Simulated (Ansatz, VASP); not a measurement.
# One calculation of Al4Te, two programs

```
CELL_PARAMETERS angstrom
-3.17481 3.17481 3.17481
3.17481 -3.17481 3.17481
3.17481 3.17481 -3.17481
ATOMIC_POSITIONS crystal
Al 0.50000 0.50000 0.50000
Al 0.50000 0.00000 0.00000
Al 0.00000 0.00000 0.50000
Al 0.00000 0.50000 0.00000
Te 0.00000 0.00000 0.00000
```

Change from the starting cell: species swapped into the Hg4Pt type (Im-3m, No. 229).

Alike in both runs: functional PBE; k mesh 4 × 4 × 4; occupations gaussian, width 0.1 eV; no spin polarisation.

Ansatz relaxed the structure, and its values are those at the end. VASP's run is a single point on that final structure, the one shown.

|  | VASP | Ansatz |
| --- | --- | --- |
| version | VASP 6.6.1 | Ansatz 0.2.0 |
| potentials or method | VASP PAW PBE potentials, release 64 (Al, Te), cutoff 520 eV | scalar-relativistic, plane waves, PAW |
| valence electrons in the cell | 18 | 28 |

```tsv
	VASP	Ansatz	Ansatz less VASP
gap on the k mesh at the Fermi level (eV)	none	none	-
pressure (GPa)	0.3	0.3	-0.05
```

A gap of «none» marks a metal or a gap that the smearing closes. VASP's potentials hold 18 valence electrons a cell and Ansatz's 28, so a difference there can come from the potentials and not from the codes.

Neither program's run includes spin-orbit coupling.
